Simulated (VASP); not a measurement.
**Ti: single point with r2SCAN**

Crystal: Ti.

```xyz
1
Lattice="0.0000 1.8444 1.8444 1.8444 0.0000 1.8444 1.8444 1.8444 0.0000" Properties=species:S:1:pos:R:3 pbc="T T T"
Ti    0.0000    0.0000    0.0000
```

This isn't the form of Ti at room conditions, which is hcp.

| Property | Result |
| --- | --- |
| Program | VASP 6.6.1 |
| Task | single point |
| Functional | r2SCAN |
| Potentials or basis | VASP PAW PBE potentials, release 64 (Ti_sv) |
| Cutoff | 550 eV |
| k mesh | 19 × 19 × 19 |
| Occupations | fermi-dirac, width 0.1 eV |
| Spin | no spin polarisation |

The pressure is 61.1 GPa. The band gap on the k mesh is zero (bands 6 and 7 overlap by 1.72 eV).

Levels at points of the mesh, in eV from the Fermi level:
| k point | band 3 | band 4 | band 5 | band 6 | band 7 | band 8 | band 9 | band 10 |
| --- | --- | --- | --- | --- | --- | --- | --- | --- |
| (0.00, 0.00, 0.00) | -32.80 | -32.80 | -6.92 | 1.11 | 1.11 | 1.11 | 3.79 | 3.79 |

Run time: 100 s on 1 thread of AMD EPYC 7R13 Processor (Zen 3), with other jobs on the host, peak memory 0.12 GiB.

Caveat: the cell stands under pressure; the PAW data sets were made with another functional, which shifts forces and pressure a little.
